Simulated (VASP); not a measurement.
# AlN (P1) in VASP: further runs

The runs below take AlN through single point, with PBE.

All numbers are computed with VASP 6.6.1; they aren't measurements. Logs are shortened: lines on timing, memory, paths and dates and some standing lists are left out, and cuts for length are marked.

## Step 1: The cell of the first run

The typed cell holds 4 atoms: a = 3.130 Å, b = 3.130 Å, c = 5.018 Å, α = 90.00°, β = 90.00°, γ = 120.00°.

## Step 2: Single point, PBE (atoms moved at random)

Contents of INCAR:

```
PREC = Accurate
ENCUT = 520
EDIFF = 1E-7
ISMEAR = 0
SIGMA = 0.05
LREAL = False
LASPH = True
NELM = 100
ALGO = Normal
ISIF = 2
LWAVE = False
LCHARG = True
GGA = PE
LELF = True
LVHAR = True
NBANDS = 16
```

Contents of KPOINTS:

```
Automatic mesh
0
Gamma
  12 12 6
```

Contents of POSCAR:

```
AlN
1.0
    3.1302395629      0.0000000000      0.0000000000
   -1.5651197815      2.7108669814      0.0000000000
    0.0000000000      0.0000000000      5.0179796548
Al N
2 2
Direct
    0.3562511275      0.6518451680     -0.0106568537
    0.6803178060      0.3412300129      0.5082320115
    0.3082895870      0.6640987919      0.3854155713
    0.6551414794      0.3428260273      0.8870092710
```

Potentials or basis: VASP PAW PBE potentials, release 64 (Al, N).

Launch:

```bash
$ cat potpaw_PBE.64/Al/POTCAR potpaw_PBE.64/N/POTCAR > POTCAR
$ mpirun -np 1 vasp_std > vasp.out
```

OUTCAR:

```text
PREC = Accurate
   ENCUT = 520
   EDIFF = 1E-7
   ISMEAR = 0
   LREAL = False
   LASPH = True
   NELM = 100
   ISIF = 2
   GGA = PE

 ion  position               nearest neighbor table
   1  0.356  0.652  0.989-   4 1.73   4 1.95   4 1.97   3 1.99   2 2.96   2 3.03   2 3.05   2 3.12
                             2 3.19   2 3.21
   2  0.680  0.341  0.508-   3 1.81   4 1.90   3 1.94   3 1.98   1 2.96   1 3.03   1 3.05   1 3.12
                             1 3.19   1 3.21
   3  0.308  0.664  0.385-   2 1.81   2 1.94   2 1.98   1 1.99
   4  0.655  0.343  0.887-   1 1.73   2 1.90   1 1.95   1 1.97

  LATTYP: Found a hexagonal cell.
 ALAT       =     3.1302395629
 C/A-ratio  =     1.6030656932

  Lattice vectors:

 A1 = (   3.1302395629,   0.0000000000,   0.0000000000)
 A2 = (  -1.5651197815,   2.7108669814,   0.0000000000)
 A3 = (   0.0000000000,   0.0000000000,   5.0179796548)

Analysis of symmetry for initial positions (statically):
=====================================================================
 Subroutine PRICEL returns:
 Original cell was already a primitive cell.

 Routine SETGRP: Setting up the symmetry group for a
 hexagonal supercell.

 Subroutine GETGRP returns: Found  1 space group operations
 (whereof  1 operations were pure point group operations)
 out of a pool of 24 trial point group operations.

The static configuration has the point symmetry C_1 .

Analysis of symmetry for dynamics (positions and initial velocities):
=====================================================================
 Subroutine PRICEL returns:
 Original cell was already a primitive cell.

 Routine SETGRP: Setting up the symmetry group for a
 hexagonal supercell.

 Subroutine GETGRP returns: Found  1 space group operations
 (whereof  1 operations were pure point group operations)
 out of a pool of 24 trial point group operations.

The dynamic configuration has the point symmetry C_1 .

 Subroutine INISYM returns: Found  1 space group operations
 (whereof  1 operations are pure point group operations),
 and found     1 'primitive' translations

----------------------------------------------------------------------------------------

                                     Primitive cell

  volume of cell :      42.5809

  direct lattice vectors                    reciprocal lattice vectors
     3.130239563  0.000000000  0.000000000     0.319464367  0.184442838  0.000000000
    -1.565119781  2.710866981  0.000000000     0.000000000  0.368885676  0.000000000
     0.000000000  0.000000000  5.017979655     0.000000000  0.000000000  0.199283391

  length of vectors
     3.130239563  3.130239563  5.017979655     0.368885676  0.368885676  0.199283391

  position of ions in fractional coordinates (direct lattice)
     0.356251128  0.651845168  0.989343146
     0.680317806  0.341230013  0.508232011
     0.308289587  0.664098792  0.385415571
     0.655141479  0.342826027  0.887009271

  ion indices of the primitive-cell ions
   primitive index   ion index
                 1           1
                 2           2
                 3           3
                 4           4

----------------------------------------------------------------------------------------

 KPOINTS: Automatic mesh

Automatic generation of k-mesh.
 Grid dimensions read from file:
 generate k-points for:   12   12    6

 Generating k-lattice:

  Cartesian coordinates                     Fractional coordinates (reciprocal lattice)
     0.026622031  0.015370237  0.000000000     0.083333333 -0.000000000  0.000000000
     0.000000000  0.030740473  0.000000000     0.000000000  0.083333333  0.000000000
     0.000000000  0.000000000  0.033213898     0.000000000  0.000000000  0.166666667

  Length of vectors
     0.030740473  0.030740473  0.033213898

  Shift w.r.t. Gamma in fractional coordinates (k-lattice)
     0.000000000  0.000000000  0.000000000

 Subroutine IBZKPT returns following result:
 ===========================================

 Found    436 irreducible k-points:

 Following reciprocal coordinates:
            Coordinates               Weight
  0.000000  0.000000  0.000000      1.000000
  0.083333  0.000000  0.000000      2.000000
  0.000000  0.083333  0.000000      2.000000
 -0.083333  0.083333  0.000000      2.000000
  0.166667  0.000000  0.000000      2.000000
  0.000000  0.166667  0.000000      2.000000
[... 16 lines left out ...]
  0.166667  0.083333  0.000000      2.000000
 -0.083333  0.250000  0.000000      2.000000
 [... further k-points ...]
   k-points           NKPTS =    436   k-points in BZ     NKDIM =    436   number of bands    NBANDS=     16
   number of dos      NEDOS =    301   number of ions     NIONS =      4
   total plane-waves  NPLWV =  23040
   dimension x,y,z NGX =    24 NGY =   24 NGZ =   40
   dimension x,y,z NGXF=    48 NGYF=   48 NGZF=   80
   ions per type =               2   2
   NGX,Y,Z   is equivalent  to a cutoff of  12.75, 12.75, 13.25 a.u.
   NGXF,Y,Z  is equivalent  to a cutoff of  25.49, 25.49, 26.50 a.u.
 SYSTEM =  unknown system
   PREC   = accura    normal or accurate (medium, high low for compatibility)
   ISTART =      0    job   : 0-new  1-cont  2-samecut
   ICHARG =      2    charge: 1-file 2-atom 10-const
   ISPIN  =      1    spin polarized calculation?
   LNONCOLLINEAR =      F non collinear calculations
   LSORBIT =      F    spin-orbit coupling
   LASPH  =      T    aspherical Exc in radial PAW
   ENCUT  =  520.0 eV  38.22 Ry    6.18 a.u.   5.82  5.82  9.33*2*pi/ulx,y,z
   NELM   =    100;   NELMIN=  2; NELMDL= -5     # of ELM steps
   EDIFF  = 0.1E-06   stopping-criterion for ELM
   LREAL  =      F    real-space projection
   EDIFFG = 0.1E-05   stopping-criterion for IOM
   NSW    =      0    number of steps for IOM
   IBRION =     -1    ionic relax: 0-MD 1-quasi-New 2-CG
   NFREE  =      0    steps in history (QN), initial steepest desc. (CG)
   ISIF   =      2    stress and relaxation
   ISYM   =      2    0-nonsym 1-usesym 2-fastsym
   POTIM  = 0.5000    time-step for ionic-motion
   TEBEG  =    0.0;   TEEND  =   0.0 temperature during run
   PSTRESS=    0.0 pullay stress
   NELECT =      16.0000    total number of electrons
   NUPDOWN=      -1.0000    fix difference up-down
   EMIN   =  10.00;   EMAX   =-10.00  energy-range for DOS
   EFERMI =   0.00;   METHOD = LEGACY
   ISMEAR =     0;   SIGMA  =   0.05  broadening in eV -4-tet -1-fermi 0-gaus
   EFERMI_NEDOS =   21; number of points for ismear=-14 and -15
   IALGO  =     38    algorithm
   IMIX   =      4    mixing-type and parameters
     AMIX     =   0.40;   BMIX     =  1.00
     AMIX_MAG =   1.60;   BMIX_MAG =  1.00
  volume/ion in A,a.u.               =      10.65        71.84
  Fermi-wavevector in a.u.,A,eV,Ry     =   1.181345  2.232418 18.987951  1.395575
  Thomas-Fermi vector in A             =   2.317620
   LORBIT       =      0    0 simple, 1 ext, 2 COOP (PROOUT), +10 PAW based schemes
   GGA     = PE    functional components
   LHFCALC =     F    Hartree Fock is set to
   AEXX    =    0.0000 exact exchange contribution
   IVDW    =     0    specifies the selected vdW correction
   LEPSILON=     F    determine dielectric tensor
   LRPA    =     F    only Hartree local field effects (RPA)
 non-spin polarized calculation
 Gauss-broadening in eV      SIGMA  =   0.05
  energy-cutoff  :      520.00
  volume of cell :       42.58
 maximum number of plane-waves:      1170
   NGX = 11   NGY = 11   NGZ = 19

 number of electron      16.0000001 magnetization

 Free energy of the ion-electron system (eV)
  ---------------------------------------------------
  ext. energy  EPLUGINS =         0.00000000
  ---------------------------------------------------
  free energy    TOTEN  =       -29.36508270 eV

  energy without entropy =      -29.36508270  energy(sigma->0) =      -29.36508270

 E-fermi :   6.4160     XC(G=0): -10.8238

 val. band max:        6.1509991956   @ k =   0.0000   0.0000   0.0000
 cond. band min:       9.9164047712   @ k =   0.0000   0.0000   0.0000
 fundamental gap:      3.7654055756
 Fermi energy:         6.4159640977

 k-point     1 :       0.0000    0.0000    0.0000
  band No.  band energies     occupation
      1      -9.1732      2.00000
      2      -7.0014      2.00000
      3       0.0773      2.00000
      4       4.6306      2.00000
      5       5.1137      2.00000
      6       5.7116      2.00000
[... 8 lines left out ...]
     15      18.7928      0.00000
     16      19.0926      0.00000

 k-point     2 :       0.0833    0.0000    0.0000
  band No.  band energies     occupation
      1      -9.0876      2.00000
      2      -6.9516      2.00000
      3       0.1811      2.00000
      4       4.4260      2.00000
      5       4.8235      2.00000
      6       5.3403      2.00000
[... 8 lines left out ...]
     15      18.8782      0.00000
     16      19.0521      0.00000

 k-point     3 :       0.0000    0.0833    0.0000
  band No.  band energies     occupation
      1      -9.0881      2.00000
      2      -6.9511      2.00000
      3       0.1803      2.00000
      4       4.4042      2.00000
      5       4.8380      2.00000
      6       5.4885      2.00000
[... 8 lines left out ...]
     15      18.8486      0.00000
     16      19.1466      0.00000

 k-point     4 :      -0.0833    0.0833    0.0000
  band No.  band energies     occupation
      1      -9.0872      2.00000
      2      -6.9516      2.00000
      3       0.1812      2.00000
      4       4.2608      2.00000
      5       4.9945      2.00000
      6       5.4841      2.00000
[... 8 lines left out ...]
     15      18.8077      0.00000
     16      19.0303      0.00000
[... 324 lines left out ...]
 k-point    22 :      -0.1667    0.0833    0.0000
  band No.  band energies     occupation
      1      -8.9189      2.00000
      2      -6.8587      2.00000
      3       0.3871      2.00000
      4       3.7585      2.00000
      5       4.4638      2.00000
      6       5.0394      2.00000
[... 8 lines left out ...]
     15      18.4540      0.00000
     16      19.1859      0.00000

 k-point    23 :       0.1667    0.0833    0.0000
  band No.  band energies     occupation
      1      -8.6048      2.00000
      2      -6.6959      2.00000
      3       0.7817      2.00000
      4       3.0888      2.00000
      5       3.5815      2.00000
      6       4.3806      2.00000
[... 8 lines left out ...]
     15      18.3993      0.00000
     16      19.0759      0.00000

 k-point    24 :      -0.0833    0.2500    0.0000
  band No.  band energies     occupation
      1      -8.6047      2.00000
      2      -6.6941      2.00000
      3       0.7793      2.00000
      4       2.8712      2.00000
      5       3.7567      2.00000
      6       4.6307      2.00000
[... 8 lines left out ...]
     15      18.4916      0.00000
     16      19.0373      0.00000

 [... further k-points ...]

------------------------ aborting loop because EDIFF is reached ----------------------------------------

  FORCE on cell =-STRESS in cart. coord.  units (eV):
  Direction    XX          YY          ZZ          XY          YZ          ZX
  --------------------------------------------------------------------------------------
  -------------------------------------------------------------------------------------
  Total        2.6265540      0.0966123     -0.3824063     -0.9048373      0.3257834     -1.6426920
  in kB       98.8285070      3.6351996    -14.3886795    -34.0460219     12.2581460    -61.8090475
  external PRESSURE =      29.3583424 kB  Pullay stress =       0.0000000 kB

 VOLUME and BASIS-vectors are now :
 -----------------------------------------------------------------------------
  energy-cutoff  :      520.00
  volume of cell :       42.58
      direct lattice vectors                 reciprocal lattice vectors
     3.130239563  0.000000000  0.000000000     0.319464367  0.184442838  0.000000000
    -1.565119781  2.710866981  0.000000000     0.000000000  0.368885676  0.000000000
     0.000000000  0.000000000  5.017979655     0.000000000  0.000000000  0.199283391

 POSITION                                       TOTAL-FORCE (eV/Angst)
 -----------------------------------------------------------------------------------
      0.09494      1.76707      4.96450        -3.169801      1.619452      1.936916
      1.59549      0.92503      2.55030        -1.536572     -0.627618     -0.774984
     -0.07437      1.80028      1.93401         1.738345      0.568294     -0.302953
      1.51419      0.92936      4.45099         2.968029     -1.560128     -0.858980
 -----------------------------------------------------------------------------------
    total drift:                                0.000052      0.000009      0.000672

  FREE ENERGIE OF THE ION-ELECTRON SYSTEM (eV)
  ---------------------------------------------------
  free  energy   TOTEN  =       -29.3650827026 eV

  energy  without entropy=      -29.3650827026  energy(sigma->0) =      -29.36508270
```

Run time: 1.7 min. Hardware: 1 thread of Intel Xeon Platinum 8559C (Emerald Rapids), shared host; peak memory 0.34 GiB.

Results:

- Free energy: -29.3651 eV
- Pressure: 2.9 GPa
- Largest force: 4.052 eV/Å
- Band gap on the k mesh: 3.77 eV

Forces in eV/Å, atoms in the order of the input:
```
Al  -3.170  1.619  1.937
Al  -1.537 -0.628 -0.775
N    1.738  0.568 -0.303
N    2.968 -1.560 -0.859
```

Stress tensor (GPa, compression positive):
```
 9.88 -3.40 -6.18
-3.40  0.36  1.23
-6.18  1.23 -1.44
```

Caveat: the cell differs from its parent crystal (atoms moved at random); forces of over 1 eV/Å act on the atoms, so gaps and moduli don't describe the material at rest.

## Step 3: Single point, PBE (atoms moved at random and the cell strained at random)

Contents of INCAR:

```
PREC = Accurate
ENCUT = 520
EDIFF = 1E-6
ISMEAR = 0
SIGMA = 0.05
LREAL = F
LASPH = T
NELM = 100
ALGO = Normal
ISIF = 2
LWAVE = F
LCHARG = F
GGA = PE
NBANDS = 16
```

KPOINTS is that of step 2.

Contents of POSCAR:

```
AlN
1.0
    3.0959063806      0.0856897599     -0.0945414996
   -1.4737436814      2.7230335193      0.0063566353
   -0.1515562345     -0.0757345143      5.0297663869
Al N
2 2
Direct
    0.3521559341      0.6737341770      0.0025493225
    0.6743913026      0.3359076606      0.5018268051
    0.3181283363      0.6548716273      0.3872423084
    0.6553244270      0.3354865350      0.8783815641
```

Potentials or basis: VASP PAW PBE potentials, release 64 (Al, N).

Launch:

```bash
$ cat potpaw_PBE.64/Al/POTCAR potpaw_PBE.64/N/POTCAR > POTCAR
$ mpirun -np 1 vasp_std > vasp.out
```

It took 87 s on 1 thread of Intel Xeon Platinum 8559C (Emerald Rapids), shared host; peak memory 0.34 GiB.

It converged, with:

```
Free energy            : -29.5398 eV
Pressure               : -1.3 GPa
Largest force          : 1.511 eV/Å
Band gap on the k mesh : 3.62 eV
```

Forces in eV/Å, atoms in the order of the input:
```
Al  -1.360  0.254  0.083
Al   0.090 -0.633  0.113
N   -0.112  0.812 -0.629
N    1.381 -0.432  0.433
```

Stress tensor (GPa, compression positive):
```
  4.26 -10.49   5.07
-10.49  -7.53   3.45
  5.07   3.45  -0.68
```

Levels at points of the mesh, in eV from the valence-band top:
```
           k point  band 6  band 7  band 8  band 9  band 10  band 11
(0.00, 0.00, 0.00)   -0.65   -0.37    0.00    3.62     6.04     9.86
(0.50, 0.00, 0.00)   -2.12   -1.87   -0.75    5.54     5.80     7.76
(0.00, 0.50, 0.00)   -2.10   -1.88   -0.72    5.36     5.81     7.56
(0.50, 0.50, 0.00)   -2.63   -2.09   -1.09    4.84     5.50     7.20
(0.00, 0.00, 0.50)   -0.82   -0.64   -0.56    5.77     5.88     9.57
(0.50, 0.00, 0.50)   -1.53   -1.41   -1.17    4.83     5.25     8.53
(0.00, 0.50, 0.50)   -1.68   -1.46   -1.22    4.96     5.21     8.62
(0.50, 0.50, 0.50)   -1.95   -1.63   -1.16    4.57     4.76     8.25
```

Caveat: the cell differs from its parent crystal (atoms moved at random and the cell strained at random); forces of over 1 eV/Å act on the atoms, so gaps and moduli don't describe the material at rest. A k mesh can miss the band edges.
